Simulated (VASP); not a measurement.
# CuF (Pm-3m) in VASP: settings compared

Aim: see how the results for CuF move with the level of theory and the settings. Levels: r2SCAN, LDA, PBE0. Tasks: single point, relaxation of cell and atoms.

Everything below comes from runs of VASP 6.6.1. Logs are shortened: lines on timing, memory, paths and dates and some standing lists are left out, and cuts for length are marked.

## Step 1: The cell of the first run

It takes space group Pm-3m (No. 221, cubic). The conventional cell has a = 2.738 Å, b = 2.738 Å, c = 2.738 Å, α = 90.00°, β = 90.00°, γ = 90.00°. Within 3.1 Å of Cu (site symmetry m-3m) lie 8 F at 2.37 Å and 6 Cu at 2.74 Å. Within 3.1 Å of F (site symmetry m-3m) lie 8 Cu at 2.37 Å and 6 F at 2.74 Å.

## Step 2: Single point, r2SCAN

File POSCAR:

```
CuF
1.0
    2.7384616677      0.0000000000      0.0000000000
    0.0000000000      2.7384616677      0.0000000000
    0.0000000000      0.0000000000      2.7384616677
Cu F
1 1
Direct
    0.0000000000      0.0000000000      0.0000000000
    0.5000000000      0.5000000000      0.5000000000
```

File INCAR.step1:

```
PREC = Accurate
ENCUT = 520
ISMEAR = -1
SIGMA = 0.02
LREAL = False
LASPH = True
NELM = 80
NBANDS = 16
GGA = PE
ALGO = Normal
EDIFF = 1E-4
LWAVE = True
LCHARG = False
```

File INCAR.step2:

```
PREC = Accurate
ENCUT = 520
EDIFF = 1E-6
ISMEAR = -1
SIGMA = 0.02
LREAL = False
LASPH = True
NELM = 80
ALGO = Normal
ISIF = 2
LWAVE = False
LCHARG = True
METAGGA = R2SCAN
LMIXTAU = True
LELF = True
LVHAR = True
NBANDS = 16
ISTART = 1
```

File KPOINTS:

```
regular mesh
0
Gamma
  10 10 10
```

Potentials or basis: VASP PAW PBE potentials, release 64 (Cu, F).

Launch:

```sh
> cat potpaw_PBE.64/Cu/POTCAR potpaw_PBE.64/F/POTCAR > POTCAR
> cp INCAR.step1 INCAR
> mpirun -np 1 vasp_std > vasp.out
> cp INCAR.step2 INCAR
> mpirun -np 1 vasp_std > vasp.out
```

OUTCAR:

```text
PREC = Accurate
   ENCUT = 520
   EDIFF = 1E-6
   ISMEAR = -1
   LREAL = False
   LASPH = True
   NELM = 80
   ISIF = 2
   METAGGA = R2SCAN
   ISTART = 1

 ion  position               nearest neighbor table
   1  0.000  0.000  0.000-
   2  0.500  0.500  0.500-

  LATTYP: Found a simple cubic cell.
 ALAT       =     2.7384616677

  Lattice vectors:

 A1 = (   2.7384616677,   0.0000000000,   0.0000000000)
 A2 = (   0.0000000000,   2.7384616677,   0.0000000000)
 A3 = (   0.0000000000,   0.0000000000,   2.7384616677)

Analysis of symmetry for initial positions (statically):
=====================================================================
 Subroutine PRICEL returns:
 Original cell was already a primitive cell.

 Routine SETGRP: Setting up the symmetry group for a
 simple cubic supercell.

 Subroutine GETGRP returns: Found 48 space group operations
 (whereof 48 operations were pure point group operations)
 out of a pool of 48 trial point group operations.

The static configuration has the point symmetry O_h .

Analysis of symmetry for dynamics (positions and initial velocities):
=====================================================================
 Subroutine PRICEL returns:
 Original cell was already a primitive cell.

 Routine SETGRP: Setting up the symmetry group for a
 simple cubic supercell.

 Subroutine GETGRP returns: Found 48 space group operations
 (whereof 48 operations were pure point group operations)
 out of a pool of 48 trial point group operations.

The dynamic configuration has the point symmetry O_h .

 Subroutine INISYM returns: Found 48 space group operations
 (whereof 48 operations are pure point group operations),
 and found     1 'primitive' translations

----------------------------------------------------------------------------------------

                                     Primitive cell

  volume of cell :      20.5362

  direct lattice vectors                    reciprocal lattice vectors
     2.738461668  0.000000000  0.000000000     0.365168522  0.000000000  0.000000000
     0.000000000  2.738461668  0.000000000     0.000000000  0.365168522  0.000000000
     0.000000000  0.000000000  2.738461668     0.000000000  0.000000000  0.365168522

  length of vectors
     2.738461668  2.738461668  2.738461668     0.365168522  0.365168522  0.365168522

  position of ions in fractional coordinates (direct lattice)
     0.000000000  0.000000000  0.000000000
     0.500000000  0.500000000  0.500000000

  ion indices of the primitive-cell ions
   primitive index   ion index
                 1           1
                 2           2

----------------------------------------------------------------------------------------

 KPOINTS: regular mesh

Automatic generation of k-mesh.
 Grid dimensions read from file:
 generate k-points for:   10   10   10

 Generating k-lattice:

  Cartesian coordinates                     Fractional coordinates (reciprocal lattice)
     0.036516852  0.000000000  0.000000000     0.100000000  0.000000000  0.000000000
     0.000000000  0.036516852  0.000000000     0.000000000  0.100000000  0.000000000
     0.000000000  0.000000000  0.036516852     0.000000000  0.000000000  0.100000000

  Length of vectors
     0.036516852  0.036516852  0.036516852

  Shift w.r.t. Gamma in fractional coordinates (k-lattice)
     0.000000000  0.000000000  0.000000000

 Subroutine IBZKPT returns following result:
 ===========================================

 Found     56 irreducible k-points:

 Following reciprocal coordinates:
            Coordinates               Weight
  0.000000  0.000000  0.000000      1.000000
  0.100000  0.000000  0.000000      6.000000
  0.200000  0.000000  0.000000      6.000000
  0.300000  0.000000  0.000000      6.000000
  0.400000  0.000000  0.000000      6.000000
  0.500000  0.000000  0.000000      3.000000
[... 16 lines left out ...]
  0.200000  0.100000  0.100000     24.000000
  0.300000  0.100000  0.100000     24.000000
 [... further k-points ...]
[... 50 lines left out ...]
     16      32.6342      0.00000

 k-point     8 :       0.2000    0.1000    0.0000
  band No.  band energies     occupation
      1     -20.6229      2.00000
      2      -1.5052      2.00000
      3      -0.3448      2.00000
      4      -0.0199      2.00000
      5       3.1652      2.00000
      6       3.5698      2.00000
[... 8 lines left out ...]
     15      27.3852      0.00000
     16      30.5921      0.00000

 k-point     9 :       0.3000    0.1000    0.0000
  band No.  band energies     occupation
      1     -20.5040      2.00000
      2      -2.3792      2.00000
      3      -0.3183      2.00000
      4      -0.0272      2.00000
      5       3.2186      2.00000
      6       3.9911      2.00000
[... 8 lines left out ...]
     15      28.8677      0.00000
     16      29.9307      0.00000
[... 172 lines left out ...]
 k-point    19 :       0.4000    0.4000    0.0000
  band No.  band energies     occupation
      1     -20.1696      2.00000
      2      -2.0847      2.00000
      3      -1.8450      2.00000
      4       0.3670      2.00000
      5       3.3187      2.00000
      6       3.7543      2.00000
[... 8 lines left out ...]
     15      29.7413      0.00000
     16      30.1967      0.00000

 k-point    20 :       0.5000    0.4000    0.0000
  band No.  band energies     occupation
      1     -20.1405      2.00000
      2      -2.1409      2.00000
      3      -1.8238      2.00000
      4       0.4199      2.00000
      5       3.2771      2.00000
      6       3.6961      2.00000
[... 8 lines left out ...]
     15      29.6670      0.00000
     16      31.1503      0.00000

 k-point    21 :       0.5000    0.5000    0.0000
  band No.  band energies     occupation
      1     -20.1128      2.00000
      2      -1.9883      2.00000
      3      -1.9883      2.00000
      4       0.4822      2.00000
      5       3.2169      2.00000
      6       3.6304      2.00000
[... 8 lines left out ...]
     15      29.4541      0.00000
     16      29.4541      0.00000

 k-point    22 :       0.1000    0.1000    0.1000
  band No.  band energies     occupation
      1     -20.6817      2.00000
      2      -0.8027      2.00000
      3      -0.2790      2.00000
      4      -0.2790      2.00000
      5       3.2485      2.00000
      6       3.2485      2.00000
[... 8 lines left out ...]
     15      25.2350      0.00000
     16      32.3891      0.00000

 k-point    23 :       0.2000    0.1000    0.1000
  band No.  band energies     occupation
      1     -20.5908      2.00000
      2      -1.4788      2.00000
      3      -0.3766      2.00000
      4      -0.2773      2.00000
      5       3.2679      2.00000
      6       3.5944      2.00000
[... 8 lines left out ...]
     15      27.5486      0.00000
     16      30.6362      0.00000

 k-point    24 :       0.3000    0.1000    0.1000
  band No.  band energies     occupation
      1     -20.4749      2.00000
      2      -2.3047      2.00000
      3      -0.3049      2.00000
      4      -0.2773      2.00000
      5       3.2967      2.00000
      6       4.0025      2.00000
[... 8 lines left out ...]
     15      29.6679      0.00000
     16      29.8337      0.00000

 [... further k-points ...]
[... 5 lines left out ...]
  --------------------------------------------------------------------------------------
  -------------------------------------------------------------------------------------
  Total       -0.0120475     -0.0120475     -0.0120475     -0.0000000     -0.0000000      0.0000000
  in kB       -0.9399108     -0.9399108     -0.9399108     -0.0000000     -0.0000000      0.0000000
  external PRESSURE =      -0.9399108 kB  Pullay stress =       0.0000000 kB

 VOLUME and BASIS-vectors are now :
 -----------------------------------------------------------------------------
  energy-cutoff  :      520.00
  volume of cell :       20.54
      direct lattice vectors                 reciprocal lattice vectors
     2.738461668  0.000000000  0.000000000     0.365168522  0.000000000  0.000000000
     0.000000000  2.738461668  0.000000000     0.000000000  0.365168522  0.000000000
     0.000000000  0.000000000  2.738461668     0.000000000  0.000000000  0.365168522

 POSITION                                       TOTAL-FORCE (eV/Angst)
 -----------------------------------------------------------------------------------
      0.00000      0.00000      0.00000         0.000000      0.000000      0.000000
      1.36923      1.36923      1.36923         0.000000      0.000000      0.000000
 -----------------------------------------------------------------------------------
    total drift:                                0.000000      0.000000      0.000000

  FREE ENERGIE OF THE ION-ELECTRON SYSTEM (eV)
  ---------------------------------------------------
  free  energy   TOTEN  =       -15.7496521764 eV

  energy  without entropy=      -15.7482833828  energy(sigma->0) =      -15.74896778
```

Run time: 23 s. Hardware: 1 thread of Intel Xeon 6975P-C (Granite Rapids), shared host; peak memory 0.13 GiB.

What came out:

```yaml
Free_energy: -15.7497 eV
Pressure: -0.1 GPa
Band_gap_on_the_k_mesh: zero (band 9 reaches 4.92 eV, above the bottom of band 10 at 4.51 eV)
```

Caveat: the PAW data sets were made with another functional, which shifts forces and pressure a little; semilocal functionals often make such compounds metallic where correlation or magnetic order opens a gap, which also shifts bond lengths. With open d or f shells a metallic result of r2SCAN can be an artefact of self-interaction; +U or a hybrid may open a gap.

## Step 3: Relaxation of cell and atoms, LDA

This run uses another cell than the first one, of 10.90 Å³/atom, 1.062 times its volume.

File INCAR:

```
SYSTEM = CuF
PREC     = Accurate       ! precision mode
ENCUT    = 600            ! plane-wave cutoff, eV
EDIFF    = 1E-6           ! SCF threshold, eV
ISMEAR   = -1             ! smearing method
SIGMA    = 0.02           ! smearing width, eV
LREAL    = .FALSE.        ! projectors in reciprocal space
LASPH    = .TRUE.         ! aspherical terms in the spheres
NELM     = 100            ! most SCF steps
ALGO     = Normal         ! electronic algorithm
ISIF     = 3              ! what is computed and relaxed
LWAVE    = .FALSE.        ! write WAVECAR
LCHARG   = .FALSE.        ! write CHGCAR
GGA      = CA             ! functional
IBRION   = 2              ! ionic algorithm
NSW      = 80             ! ionic steps
EDIFFG   = -0.005         ! ionic threshold
```

File KPOINTS:

```
regular mesh
0
G
  8 8 8
  0 0 0
```

File POSCAR:

```
CuF
1.0
    2.7936810894      0.0000000000      0.0000000000
    0.0000000000      2.7936810894      0.0000000000
    0.0000000000      0.0000000000      2.7936810894
Cu F
1 1
Direct
    0.0000000000      0.0000000000      0.0000000000
    0.5000000000      0.5000000000      0.5000000000
```

Potentials or basis: VASP PAW LDA potentials, release 64 (Cu, F).

Launch:

```sh
> cat potpaw_LDA.64/Cu/POTCAR potpaw_LDA.64/F/POTCAR > POTCAR
> mpirun -np 1 vasp_std > vasp.out
```

Wall time 8.9 s (1 thread of Intel Xeon 6975P-C (Granite Rapids), shared host); peak memory 0.13 GiB.

It converged, with:

- Free energy: -8.4836 eV
- Relaxed volume: 9.62 Å³/atom
- Relaxed cell: a = 2.680 Å, b = 2.680 Å, c = 2.680 Å, α = 90.00°, β = 90.00°, γ = 90.00°
- Space group after relaxing (to 0.05 Å): Pm-3m (No. 221)
- Energy gained by relaxing: 58.7 meV/atom
- Ionic steps: 4
- Pressure after relaxing: -0.1 GPa
- Band gap on the k mesh: zero (band 9 reaches 5.47 eV, above the bottom of band 10 at 5.06 eV)

Step by step:
```
step  energy change (eV)  largest force (eV/Å)  pressure (GPa)  volume (Å³)
   1              0.0000                0.0000          -12.82        21.80
   2             -0.1174                0.0000            0.58        19.16
   3             -0.1175                0.0000           -0.12        19.24
   4             -0.1175                0.0000           -0.07        19.24
```

Final structure:
```
Cu F
1.0
     2.67956    0.00000    0.00000
     0.00000    2.67956    0.00000
     0.00000    0.00000    2.67956
Cu F
1 1
Cartesian
  2.6796 0.0000 0.0000
  1.3398 1.3398 1.3398
```

Levels at points of the mesh, in eV from the Fermi level:
```
           k point  band 7  band 8  band 9  band 10  band 11  band 12
(0.00, 0.00, 0.00)   -1.91   -0.42   -0.42    -0.42    15.52    15.52
(0.50, 0.00, 0.00)   -0.36   -0.18   -0.18     4.23     5.17    17.07
(0.50, 0.50, 0.00)   -0.88   -0.88   -0.04     5.12     8.81     8.81
(0.50, 0.50, 0.50)   -0.02   -0.01   -0.01     6.77     6.77     6.77
```

Caveat: semilocal functionals often make such compounds metallic where correlation or magnetic order opens a gap, which also shifts bond lengths.

## Step 4: Relaxation of cell and atoms, r2SCAN

This run uses another cell than the first one, of 10.90 Å³/atom, 1.062 times its volume.

POSCAR is that of step 3.

File INCAR.step1:

```
SYSTEM = CuF
  ALGO = Normal
  EDIFF = 1E-4
  ENCUT = 600
  GGA = PE
  ISMEAR = -1
  LASPH = .TRUE.
  LCHARG = .FALSE.
  LREAL = .FALSE.
  LWAVE = .TRUE.
  NELM = 60
  PREC = Accurate
  SIGMA = 0.02
```

File INCAR.step2:

```
SYSTEM = CuF
  ALGO = Normal
  EDIFF = 1E-6
  EDIFFG = -0.005
  ENCUT = 600
  IBRION = 2
  ISIF = 3
  ISMEAR = -1
  ISTART = 1
  LASPH = .TRUE.
  LCHARG = .FALSE.
  LMIXTAU = .TRUE.
  LREAL = .FALSE.
  LWAVE = .FALSE.
  METAGGA = R2SCAN
  NELM = 60
  NSW = 80
  PREC = Accurate
  SIGMA = 0.02
```

File KPOINTS:

```
k-points
0
G
  8 8 8
  0 0 0
```

Potentials or basis: VASP PAW PBE potentials, release 64 (Cu, F).

Launch:

```sh
> cat potpaw_PBE.64/Cu/POTCAR potpaw_PBE.64/F/POTCAR > POTCAR
> cp INCAR.step1 INCAR
> mpirun -np 1 vasp_std > vasp.out
> cp INCAR.step2 INCAR
> mpirun -np 1 vasp_std > vasp.out
```

Run time: 34 s. Hardware: 1 thread of Intel Xeon 6975P-C (Granite Rapids), shared host; peak memory 0.15 GiB.

Results (log left out):

```yaml
Free_energy: -15.7557 eV
Relaxed_volume: 10.26 Å³/atom
Relaxed_cell: a = 2.738 Å, b = 2.738 Å, c = 2.738 Å, α = 90.00°, β = 90.00°, γ = 90.00°
Space_group_after_relaxing_to_0.05_Å: Pm-3m (No. 221)
Energy_gained_by_relaxing: 13.0 meV/atom
Ionic_steps: 3
Pressure_after_relaxing: 0.1 GPa
Band_gap_on_the_k_mesh: zero (band 9 reaches 4.94 eV, above the bottom of band 10 at 4.53 eV)
```

The path:
| step | energy change (eV) | largest force (eV/Å) | pressure (GPa) | volume (Å³) |
| --- | --- | --- | --- | --- |
| 1 | 0.0000 | 0.0000 | -5.91 | 21.80 |
| 2 | -0.0260 | 0.0000 | -0.26 | 20.56 |
| 3 | -0.0261 | 0.0000 | 0.06 | 20.52 |

Final structure:
```
Cu F
1.0
     2.73755    0.00000    0.00000
     0.00000    2.73755    0.00000
     0.00000    0.00000    2.73755
Cu F
1 1
Cartesian
  0.0000 0.0000 0.0000
  1.3688 1.3688 1.3688
```

Levels at points of the mesh, in eV from the Fermi level:
```csv
k point,band 7,band 8,band 9,band 10,band 11,band 12
"(0.00, 0.00, 0.00)",-1.57,-0.42,-0.42,-0.42,15.94,15.94
"(0.50, 0.00, 0.00)",-0.37,-0.25,-0.25,4.67,5.24,17.46
"(0.50, 0.50, 0.00)",-0.82,-0.82,-0.03,5.38,9.16,9.16
"(0.50, 0.50, 0.50)",-0.13,0.00,0.00,7.39,7.39,7.39
```

Caveat: the PAW data sets were made with another functional, which shifts forces and pressure a little; semilocal functionals often make such compounds metallic where correlation or magnetic order opens a gap, which also shifts bond lengths.

## Step 5: Single point, PBE0

File POSCAR:

```
CuF
1.0
    2.7384616677      0.0000000000      0.0000000000
    0.0000000000      2.7384616677      0.0000000000
    0.0000000000      0.0000000000      2.7384616677
Cu F
1 1
Direct
    0.0000000000      0.0000000000      0.0000000000
    0.5000000000      0.5000000000      0.5000000000
```

File INCAR.step1:

```
SYSTEM = CuF
PREC = Accurate
ENCUT = 520
EDIFF = 1E-5
ISMEAR = 0
SIGMA = 0.01
LREAL = .False.
LASPH = .True.
NELM = 80
ALGO = Normal
ISIF = 2
LWAVE = .True.
LCHARG = .False.
NBANDS = 16
GGA = PE
```

File INCAR.step2:

```
SYSTEM = CuF
PREC = Accurate
ENCUT = 520
EDIFF = 1E-6
ISMEAR = 0
SIGMA = 0.01
LREAL = .False.
LASPH = .True.
NELM = 80
ALGO = Normal
ISIF = 2
LWAVE = .False.
LCHARG = .False.
GGA = PE
LHFCALC = .True.
AEXX = 0.25
PRECFOCK = Normal
NBANDS = 16
ISTART = 1
```

File KPOINTS:

```
regular mesh
0
Gamma
  6 6 6
  0 0 0
```

Launch:

```sh
> cat potpaw_PBE.64/Cu/POTCAR potpaw_PBE.64/F/POTCAR > POTCAR
> cp INCAR.step1 INCAR
> mpirun -np 1 vasp_std > vasp.out
> cp INCAR.step2 INCAR
> mpirun -np 1 vasp_std > vasp.out
```

Wall time 20 min (1 thread of AMD EPYC 7R13 (Zen 3), shared host); peak memory 0.11 GiB.

It converged, with:

```yaml
Free_energy: -9.3244 eV
Pressure: 2.7 GPa
Band_gap_on_the_k_mesh: zero (band 9 reaches 3.90 eV, above the bottom of band 10 at 3.46 eV)
```

Levels at points of the mesh, in eV from the Fermi level:
```tsv
k point	band 7	band 8	band 9	band 10	band 11	band 12
(0.00, 0.00, 0.00)	-1.04	-1.04	-1.03	-0.23	17.95	17.95
(0.50, 0.00, 0.00)	-0.90	-0.77	-0.76	6.56	7.58	19.63
(0.50, 0.50, 0.00)	-1.47	-1.46	-0.44	7.63	11.31	11.31
(0.50, 0.50, 0.50)	-0.61	-0.41	0.21	9.37	9.38	9.38
```

Caveat: the k points lie up to 0.38 Å⁻¹ apart; the PAW data sets were made with another functional, which shifts forces and pressure a little.

## Step 6: Summary

| task | level | potentials or basis | cell | k mesh | cutoff (eV) | smearing | grid for exact exchange (PRECFOCK) | gap on the mesh (eV) | pressure (GPa) | relaxed volume (Å³/atom) |
| --- | --- | --- | --- | --- | --- | --- | --- | --- | --- | --- |
| single point | r2SCAN | VASP PAW PBE potentials, release 64 (Cu, F) | a = 2.738 Å, 2 atoms | 10 × 10 × 10 | 520 | fermi-dirac 0.02 eV | - | none | -0.1 | - |
| relaxation of cell and atoms | LDA | VASP PAW LDA potentials, release 64 (Cu, F) | relaxed from a = 2.794 Å, 2 atoms | 8 × 8 × 8 | 600 | fermi-dirac 0.02 eV | - | none | -0.1 | 9.62 |
| relaxation of cell and atoms | r2SCAN | VASP PAW PBE potentials, release 64 (Cu, F) | relaxed from a = 2.794 Å, 2 atoms | 8 × 8 × 8 | 600 | fermi-dirac 0.02 eV | - | none | 0.1 | 10.26 |
| single point | PBE0 | VASP PAW PBE potentials, release 64 (Cu, F) | a = 2.738 Å, 2 atoms | 6 × 6 × 6 | 520 | gaussian 0.01 eV | Normal | none | 2.7 | - |

Alike in all rows: no spin polarisation.

Caveats: some runs use coarse meshes; the PAW data sets were made with another functional, which shifts forces and pressure a little (some runs); semilocal functionals often make such compounds metallic where correlation or magnetic order opens a gap, which also shifts bond lengths (some runs).

Total energies depend on the potentials used, so only differences within one code and one set of settings carry meaning.
